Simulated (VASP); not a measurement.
A run of VASP 6.6.1:

The input POSCAR:

```
Re
1.0
    2.7596424600      0.0000000000      0.0000000000
   -1.3798212300      2.3899204757      0.0000000000
    0.0000000000      0.0000000000      4.4533436527
Re
2
Direct
    0.3333333333      0.6666666667      0.2500000000
    0.6666666667      0.3333333333      0.7500000000
```

File INCAR.step1:

```
SYSTEM = Re
PREC = Accurate
ENCUT = 520
ISMEAR = 1
SIGMA = 0.05
LREAL = .False.
LASPH = .True.
NELM = 100
NBANDS = 14
GGA = PE
ALGO = Normal
EDIFF = 1E-4
LWAVE = .True.
LCHARG = .False.
```

The input INCAR.step2:

```
SYSTEM = Re
PREC = Accurate
ENCUT = 520
EDIFF = 1E-7
ISMEAR = 1
SIGMA = 0.05
LREAL = .False.
LASPH = .True.
NELM = 100
ALGO = Normal
ISIF = 2
LWAVE = .False.
LCHARG = .True.
METAGGA = R2SCAN
LMIXTAU = .True.
LELF = .True.
LVHAR = .True.
NBANDS = 14
ISTART = 1
```

The input KPOINTS:

```
Automatic mesh
0
Gamma
  10 10 6
  0 0 0
```

Potentials or basis: VASP PAW PBE potentials, release 64 (Re).

Launch:

```sh
$ cat potpaw_PBE.64/Re/POTCAR > POTCAR
$ cp INCAR.step1 INCAR
$ mpirun -np 1 vasp_std > vasp.out
$ cp INCAR.step2 INCAR
$ mpirun -np 1 vasp_std > vasp.out
```

Hardware: 1 thread of Intel(R) Xeon(R) 6975P-C (Granite Rapids) (shared host).

Question: How long does it take, and how much memory?

Answer: Run time: 46 s on 1 thread of Intel(R) Xeon(R) 6975P-C (Granite Rapids) (shared host), peak memory 0.17 GiB. Counts: k points 56.
